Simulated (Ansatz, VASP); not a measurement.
# Nb3CdB: VASP beside Ansatz

File INCAR:

```
SYSTEM = Nb3CdB
PREC     = Accurate       ! precision mode
ENCUT    = 520            ! plane-wave cutoff, eV
EDIFF    = 1E-6           ! SCF threshold, eV
ISMEAR   = 0              ! smearing method
SIGMA    = 0.1            ! smearing width, eV
LREAL    = .FALSE.        ! projectors in reciprocal space
LASPH    = .TRUE.         ! aspherical terms in the spheres
NELM     = 150            ! most SCF steps
ALGO     = Fast           ! electronic algorithm
ISIF     = 2              ! what is computed and relaxed
LWAVE    = .FALSE.        ! write WAVECAR
LCHARG   = .FALSE.        ! write CHGCAR
ISPIN    = 2              ! spin polarisation
MAGMOM   = 1 1 1 0 0      ! initial moments
LORBIT   = 11             ! projections on sites
LMAXMIX  = 4              ! l up to which the mixer works
GGA      = PE             ! functional
NBANDS   = 39             ! bands
```

The input KPOINTS:

```
regular mesh
0
G
  4 4 4
  0 0 0
```

The input POSCAR:

```
Nb3CdB
1.0
    4.9149294568      0.0000000000      0.0000000000
    0.0000000000      4.9149294568      0.0000000000
    0.0000000000      0.0000000000      4.9149294568
Nb Cd B
3 1 1
Direct
    0.0000000000      0.5000000000      0.5000000000
    0.5000000000      0.0000000000      0.5000000000
    0.5000000000      0.5000000000      0.0000000000
    0.5000000000      0.5000000000      0.5000000000
    0.0000000000      0.0000000000      0.0000000000
```

Input for Ansatz:

```yaml
crystal:
  lattice:
    - [4.9149294568, 0.0, 0.0]
    - [0.0, 4.9149294568, 0.0]
    - [0.0, 0.0, 4.9149294568]
  atoms:
    - { symbol: Nb, position: [0.0, 0.5, 0.5], spin: 1.0 }
    - { symbol: Nb, position: [0.5, 0.0, 0.5], spin: 1.0 }
    - { symbol: Nb, position: [0.5, 0.5, 0.0], spin: 1.0 }
    - { symbol: Cd, position: [0.5, 0.5, 0.5] }
    - { symbol: B, position: [0.0, 0.0, 0.0] }
basis:
  ecutwfc: 420
kpoints:
  mp_grid: { grid: [4, 4, 4] }
hamiltonian:
  xc: pbe
scf:
  occupations: { method: gaussian, width: 0.1 }
  lower_state_search: "off"
output:
  forces: true
  stress: true
  eigenvalues: true
  populations: true
magnetization:
  spin_polarized: true
```

Alike in both runs: task single point; functional PBE; k mesh 4 × 4 × 4; occupations gaussian, width 0.1 eV; collinear spin.

```csv
,VASP,Ansatz
version,VASP 6.6.1,Ansatz 0.2.0
potentials or method,"VASP PAW PBE potentials, release 64 (Nb_sv, Cd, B), cutoff 520 eV","scalar-relativistic, plane waves, PAW"
valence electrons in the cell,54,62
```

|  | VASP | Ansatz | Ansatz less VASP |
| --- | --- | --- | --- |
| gap on the k mesh at the Fermi level (eV) | none | none | - |
| pressure (GPa) | 0.6 | 0.0 | -0.54 |
| net moment per atom (μB) | 0.00 | 0.00 | 0.000 |

A gap of «none» marks a metal or a gap that the smearing closes. With one functional, cell and mesh, what is left measures potentials, basis and numerics. VASP's potentials hold 54 valence electrons a cell and Ansatz's 62, so a difference there can come from the potentials and not from the codes. Ansatz's warnings: seeded moment not kept.
